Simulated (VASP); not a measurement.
# SiNi (R3) in VASP: further runs

Runs on SiNi. Level: PBEsol. Tasks: single point.

Everything below comes from runs of VASP 6.6.1. Logs are shortened: lines on timing, memory, paths and dates and some standing lists are left out, and cuts for length are marked.

### 1 The cell of the first run

It takes space group R3 (No. 146, trigonal). Conventional cell: a = 6.319 Å, b = 6.319 Å, c = 7.739 Å, α = 90.00°, β = 90.00°, γ = 120.00°. Within 2.9 Å of Si (site symmetry 3) lie 7 Ni at 2.14 to 2.54 Å and 6 Si at 2.65 to 2.84 Å. Within 3.1 Å of Si (site symmetry 1) lie 7 Ni at 2.34 to 2.42 Å and 6 Si at 2.65 to 2.84 Å. Ni (site symmetry 3) has 7 Si at 2.14 to 2.42 Å and 6 Ni at 2.75 Å within 2.8 Å. Ni (site symmetry 1) has 7 Si at 2.34 to 2.54 Å and 6 Ni at 2.75 Å within 3.1 Å.

### 2 Single point, PBEsol (atom 1 (Si) moved +0.200 Å towards its neighbour atom 5 (Ni) at 2.341 Å)

INCAR

```
SYSTEM = SiNi
  ALGO = Normal
  EDIFF = 1E-6
  ENCUT = 520
  GGA = PS
  ISIF = 2
  ISMEAR = 0
  LASPH = .TRUE.
  LCHARG = .FALSE.
  LREAL = .FALSE.
  LWAVE = .FALSE.
  NBANDS = 38
  NELM = 60
  PREC = Accurate
  SIGMA = 0.15
```

KPOINTS

```
k-points
0
G
  10 10 10
  0 0 0
```

POSCAR

```
SiNi
1.0
    4.4679769961      0.0000000000      0.0000000000
    0.0000000000      4.4679769961      0.0000000000
    0.0000000000      0.0000000000      4.4679769961
Si Ni
4 4
Direct
    0.8723084518      0.8723084518      0.8723084518
    0.6535354713      0.1535354713      0.3464645287
    0.3464645287      0.6535354713      0.1535354713
    0.1535354713      0.3464645287      0.6535354713
    0.1489904887      0.1489904887      0.1489904887
    0.3510095113      0.8510095113      0.6489904887
    0.6489904887      0.3510095113      0.8510095113
    0.8510095113      0.6489904887      0.3510095113
```

Potentials or basis: VASP PAW PBE potentials, release 64 (Si, Ni).

Launch:

```
> cat potpaw_PBE.64/Si/POTCAR potpaw_PBE.64/Ni/POTCAR > POTCAR
> mpirun -np 1 vasp_std > vasp.out
```

OUTCAR:

```text
SYSTEM = SiNi
   EDIFF = 1E-6
   ENCUT = 520
   GGA = PS
   ISIF = 2
   ISMEAR = 0
   LASPH = .TRUE.
   LREAL = .FALSE.
   NELM = 60
   PREC = Accurate

 ion  position               nearest neighbor table
   1  0.872  0.872  0.872-   5 2.14   6 2.36   7 2.36   8 2.36   8 2.54   7 2.54   6 2.54   4 2.65
                             3 2.65   2 2.65   2 2.84   3 2.84   4 2.84
   2  0.654  0.154  0.346-   6 2.34   5 2.38   7 2.38   8 2.38   7 2.42   8 2.42   5 2.42   1 2.65
                             3 2.76   3 2.76   4 2.76   4 2.76   1 2.84
   3  0.346  0.654  0.154-   7 2.34   6 2.38   5 2.38   8 2.38   8 2.42   6 2.42   5 2.42   1 2.65
                             4 2.76   2 2.76   2 2.76   4 2.76   1 2.84
   4  0.154  0.346  0.654-   8 2.34   6 2.38   7 2.38   5 2.38   6 2.42   5 2.42   7 2.42   1 2.65
                             3 2.76   2 2.76   2 2.76   3 2.76   1 2.84
   5  0.149  0.149  0.149-   1 2.14   2 2.38   3 2.38   4 2.38   3 2.42   4 2.42   2 2.42   6 2.75
                             7 2.75   8 2.75   6 2.75   8 2.75   7 2.75
   6  0.351  0.851  0.649-   2 2.34   1 2.36   3 2.38   4 2.38   3 2.42   4 2.42   1 2.54   7 2.75
                             8 2.75   5 2.75   5 2.75   7 2.75   8 2.75
   7  0.649  0.351  0.851-   3 2.34   1 2.36   2 2.38   4 2.38   4 2.42   2 2.42   1 2.54   6 2.75
                             8 2.75   5 2.75   8 2.75   6 2.75   5 2.75
   8  0.851  0.649  0.351-   4 2.34   1 2.36   3 2.38   2 2.38   2 2.42   3 2.42   1 2.54   6 2.75
                             7 2.75   7 2.75   5 2.75   5 2.75   6 2.75

  LATTYP: Found a simple cubic cell.
 ALAT       =     4.4679769961

  Lattice vectors:

 A1 = (   4.4679769961,   0.0000000000,   0.0000000000)
 A2 = (   0.0000000000,   4.4679769961,   0.0000000000)
 A3 = (   0.0000000000,   0.0000000000,   4.4679769961)

Analysis of symmetry for initial positions (statically):
=====================================================================
 Subroutine PRICEL returns:
 Original cell was already a primitive cell.

 Routine SETGRP: Setting up the symmetry group for a
 simple cubic supercell.

 Subroutine GETGRP returns: Found  3 space group operations
 (whereof  3 operations were pure point group operations)
 out of a pool of 48 trial point group operations.

The static configuration has the point symmetry C_3 .

Analysis of symmetry for dynamics (positions and initial velocities):
=====================================================================
 Subroutine PRICEL returns:
 Original cell was already a primitive cell.

 Routine SETGRP: Setting up the symmetry group for a
 simple cubic supercell.

 Subroutine GETGRP returns: Found  3 space group operations
 (whereof  3 operations were pure point group operations)
 out of a pool of 48 trial point group operations.

The dynamic configuration has the point symmetry C_3 .

 Subroutine INISYM returns: Found  3 space group operations
 (whereof  3 operations are pure point group operations),
 and found     1 'primitive' translations

----------------------------------------------------------------------------------------

                                     Primitive cell

  volume of cell :      89.1934

  direct lattice vectors                    reciprocal lattice vectors
     4.467976996  0.000000000  0.000000000     0.223814939  0.000000000  0.000000000
     0.000000000  4.467976996  0.000000000     0.000000000  0.223814939  0.000000000
     0.000000000  0.000000000  4.467976996     0.000000000  0.000000000  0.223814939

  length of vectors
     4.467976996  4.467976996  4.467976996     0.223814939  0.223814939  0.223814939

  position of ions in fractional coordinates (direct lattice)
     0.872308452  0.872308452  0.872308452
     0.653535471  0.153535471  0.346464529
     0.346464529  0.653535471  0.153535471
     0.153535471  0.346464529  0.653535471
     0.148990489  0.148990489  0.148990489
     0.351009511  0.851009511  0.648990489
     0.648990489  0.351009511  0.851009511
     0.851009511  0.648990489  0.351009511

  ion indices of the primitive-cell ions
   primitive index   ion index
                 1           1
                 2           2
                 3           3
                 4           4
                 5           5
                 6           6
                 7           7
                 8           8

----------------------------------------------------------------------------------------

 KPOINTS: k-points

Automatic generation of k-mesh.
 Grid dimensions read from file:
 generate k-points for:   10   10   10

 Generating k-lattice:

  Cartesian coordinates                     Fractional coordinates (reciprocal lattice)
     0.022381494  0.000000000  0.000000000     0.100000000  0.000000000  0.000000000
     0.000000000  0.022381494  0.000000000     0.000000000  0.100000000  0.000000000
     0.000000000  0.000000000  0.022381494     0.000000000  0.000000000  0.100000000

  Length of vectors
     0.022381494  0.022381494  0.022381494

  Shift w.r.t. Gamma in fractional coordinates (k-lattice)
     0.000000000  0.000000000  0.000000000

 Subroutine IBZKPT returns following result:
 ===========================================

 Found    172 irreducible k-points:

 Following reciprocal coordinates:
            Coordinates               Weight
  0.000000  0.000000  0.000000      1.000000
  0.100000  0.000000  0.000000      6.000000
  0.200000  0.000000  0.000000      6.000000
  0.300000  0.000000  0.000000      6.000000
  0.400000  0.000000  0.000000      6.000000
  0.500000  0.000000  0.000000      3.000000
[... 16 lines left out ...]
  0.200000  0.200000  0.000000      6.000000
 -0.200000  0.200000  0.000000      6.000000
 [... further k-points ...]
   k-points           NKPTS =    172   k-points in BZ     NKDIM =    172   number of bands    NBANDS=     38
   number of dos      NEDOS =    301   number of ions     NIONS =      8
   total plane-waves  NPLWV =  46656
   dimension x,y,z NGX =    36 NGY =   36 NGZ =   36
   dimension x,y,z NGXF=    72 NGYF=   72 NGZF=   72
   ions per type =               4   4
   NGX,Y,Z   is equivalent  to a cutoff of  13.39, 13.39, 13.39 a.u.
   NGXF,Y,Z  is equivalent  to a cutoff of  26.79, 26.79, 26.79 a.u.
 SYSTEM =  SiNi
   PREC   = accura    normal or accurate (medium, high low for compatibility)
   ISTART =      0    job   : 0-new  1-cont  2-samecut
   ICHARG =      2    charge: 1-file 2-atom 10-const
   ISPIN  =      1    spin polarized calculation?
   LNONCOLLINEAR =      F non collinear calculations
   LSORBIT =      F    spin-orbit coupling
   LASPH  =      T    aspherical Exc in radial PAW
   ENCUT  =  520.0 eV  38.22 Ry    6.18 a.u.   8.31  8.31  8.31*2*pi/ulx,y,z
   NELM   =     60;   NELMIN=  2; NELMDL= -5     # of ELM steps
   EDIFF  = 0.1E-05   stopping-criterion for ELM
   LREAL  =      F    real-space projection
   EDIFFG = 0.1E-04   stopping-criterion for IOM
   NSW    =      0    number of steps for IOM
   IBRION =     -1    ionic relax: 0-MD 1-quasi-New 2-CG
   NFREE  =      0    steps in history (QN), initial steepest desc. (CG)
   ISIF   =      2    stress and relaxation
   ISYM   =      2    0-nonsym 1-usesym 2-fastsym
   POTIM  = 0.5000    time-step for ionic-motion
   TEBEG  =    0.0;   TEEND  =   0.0 temperature during run
   PSTRESS=    0.0 pullay stress
   NELECT =      56.0000    total number of electrons
   NUPDOWN=      -1.0000    fix difference up-down
   EMIN   =  10.00;   EMAX   =-10.00  energy-range for DOS
   EFERMI =   0.00;   METHOD = LEGACY
   ISMEAR =     0;   SIGMA  =   0.15  broadening in eV -4-tet -1-fermi 0-gaus
   EFERMI_NEDOS =   21; number of points for ismear=-14 and -15
   IALGO  =     38    algorithm
   IMIX   =      4    mixing-type and parameters
     AMIX     =   0.40;   BMIX     =  1.00
     AMIX_MAG =   1.60;   BMIX_MAG =  1.00
  volume/ion in A,a.u.               =      11.15        75.24
  Fermi-wavevector in a.u.,A,eV,Ry     =   1.401823  2.649062 26.736922  1.965108
  Thomas-Fermi vector in A             =   2.524646
   LORBIT       =      0    0 simple, 1 ext, 2 COOP (PROOUT), +10 PAW based schemes
   GGA     = PS    functional components
   LHFCALC =     F    Hartree Fock is set to
   AEXX    =    0.0000 exact exchange contribution
   IVDW    =     0    specifies the selected vdW correction
   LEPSILON=     F    determine dielectric tensor
   LRPA    =     F    only Hartree local field effects (RPA)
 non-spin polarized calculation
 Gauss-broadening in eV      SIGMA  =   0.15
  energy-cutoff  :      520.00
  volume of cell :       89.19
 maximum number of plane-waves:      2469
 NGX is ok and might be reduce to    36
   NGX = 17   NGY = 17   NGZ = 17

 number of electron      56.0000012 magnetization

 Free energy of the ion-electron system (eV)
  ---------------------------------------------------
  ext. energy  EPLUGINS =         0.00000000
  ---------------------------------------------------
  free energy    TOTEN  =       -51.33464348 eV

  energy without entropy =      -51.30452737  energy(sigma->0) =      -51.31958542

 E-fermi :  12.1890     XC(G=0): -12.7873

 val. band max:       12.1865025601   @ k =  -0.1000   0.5000   0.0000
 cond. band min:      12.1900760325   @ k =  -0.1000   0.5000   0.1000
 fundamental gap:      0.0035734725
 Fermi energy:        12.1889695543

 k-point     1 :       0.0000    0.0000    0.0000
  band No.  band energies     occupation
      1      -2.2638      2.00000
      2       3.1993      2.00000
      3       3.1993      2.00000
      4       3.2820      2.00000
      5       5.7696      2.00000
      6       5.7815      2.00000
[... 30 lines left out ...]
     37      16.6744      0.00000
     38      16.9355      0.00000

 k-point     2 :       0.1000    0.0000    0.0000
  band No.  band energies     occupation
      1      -2.1911      2.00000
      2       2.6048      2.00000
      3       3.2717      2.00000
      4       3.6903      2.00000
      5       5.4436      2.00000
      6       5.8159      2.00000
[... 30 lines left out ...]
     37      16.1627      0.00000
     38      17.1732      0.00000

 k-point     3 :       0.2000    0.0000    0.0000
  band No.  band energies     occupation
      1      -1.9744      2.00000
      2       1.8390      2.00000
      3       3.4144      2.00000
      4       4.0560      2.00000
      5       5.2932      2.00000
      6       5.9018      2.00000
[... 30 lines left out ...]
     37      16.6806      0.00000
     38      17.7482      0.00000

 k-point     4 :       0.3000    0.0000    0.0000
  band No.  band energies     occupation
      1      -1.6179      2.00000
      2       1.0186      2.00000
      3       3.6404      2.00000
      4       4.3739      2.00000
      5       5.2455      2.00000
      6       5.9060      2.00000
[... 30 lines left out ...]
     37      16.7869      0.00000
     38      17.2230      0.00000
[... 703 lines left out ...]
      4       4.2366      2.00000
      5       5.3872      2.00000
      6       5.5640      2.00000
[... 30 lines left out ...]
     37      17.1682      0.00000
     38      17.2676      0.00000

 k-point    23 :       0.2000    0.2000    0.0000
  band No.  band energies     occupation
      1      -1.6890      2.00000
      2       1.7493      2.00000
      3       2.6519      2.00000
      4       4.3444      2.00000
      5       5.3244      2.00000
      6       5.6562      2.00000
[... 30 lines left out ...]
     37      16.4954      0.00000
     38      16.8454      0.00000

 k-point    24 :      -0.2000    0.2000    0.0000
  band No.  band energies     occupation
      1      -1.6877      2.00000
      2       1.7288      2.00000
      3       2.6660      2.00000
      4       4.4470      2.00000
      5       5.2145      2.00000
      6       5.6227      2.00000
[... 30 lines left out ...]
     37      16.5164      0.00000
     38      16.7644      0.00000

 [... further k-points ...]
[... 5 lines left out ...]
  --------------------------------------------------------------------------------------
  -------------------------------------------------------------------------------------
  Total        0.7467874      0.7467874      0.7467874      0.6291173      0.6291173      0.6291173
  in kB       13.4145086     13.4145086     13.4145086     11.3008059     11.3008059     11.3008059
  external PRESSURE =      13.4145086 kB  Pullay stress =       0.0000000 kB

 VOLUME and BASIS-vectors are now :
 -----------------------------------------------------------------------------
  energy-cutoff  :      520.00
  volume of cell :       89.19
      direct lattice vectors                 reciprocal lattice vectors
     4.467976996  0.000000000  0.000000000     0.223814939  0.000000000  0.000000000
     0.000000000  4.467976996  0.000000000     0.000000000  0.223814939  0.000000000
     0.000000000  0.000000000  4.467976996     0.000000000  0.000000000  0.223814939

 POSITION                                       TOTAL-FORCE (eV/Angst)
 -----------------------------------------------------------------------------------
      3.89745      3.89745      3.89745        -1.566687     -1.566687     -1.566687
      2.91998      0.68599      1.54800        -0.052814      0.109031      0.239957
      1.54800      2.91998      0.68599         0.239957     -0.052814      0.109031
      0.68599      1.54800      2.91998         0.109031      0.239957     -0.052814
      0.66569      0.66569      0.66569         0.765772      0.765772      0.765772
      1.56830      3.80229      2.89967         0.393436      0.010953      0.100352
      2.89967      1.56830      3.80229         0.100352      0.393436      0.010953
      3.80229      2.89967      1.56830         0.010953      0.100352      0.393436
 -----------------------------------------------------------------------------------
    total drift:                                0.000031      0.000030      0.000030

  FREE ENERGIE OF THE ION-ELECTRON SYSTEM (eV)
  ---------------------------------------------------
  free  energy   TOTEN  =       -51.3346434765 eV

  energy  without entropy=      -51.3045273718  energy(sigma->0) =      -51.31958542
```

Run time: 4.9 min. Hardware: 1 thread of Intel Xeon 6975P-C (Granite Rapids), shared host; peak memory 0.52 GiB.

What came out:

```
Free energy            : -51.3346 eV
Pressure               : 1.3 GPa
Largest force          : 2.714 eV/Å
Band gap on the k mesh : zero (bands 28 and 29 overlap by 1.20 eV)
```

Forces on the atoms (eV/Å):
```
Si  -1.567 -1.567 -1.567
Si  -0.053  0.109  0.240
Si   0.240 -0.053  0.109
Si   0.109  0.240 -0.053
Ni   0.766  0.766  0.766
Ni   0.393  0.011  0.100
Ni   0.100  0.393  0.011
Ni   0.011  0.100  0.393
```

Stress tensor (GPa, compression positive):
```
1.34 1.13 1.13
1.13 1.34 1.13
1.13 1.13 1.34
```

Caveat: the cell differs from its parent crystal (atom 1 (Si) moved +0.200 Å towards its neighbour atom 5 (Ni) at 2.341 Å); the PAW data sets were made with another functional, which shifts forces and pressure a little. Spin polarisation is off, so any magnetic state and its effect on volume and gap are missing.

[end of part 1 of 2]
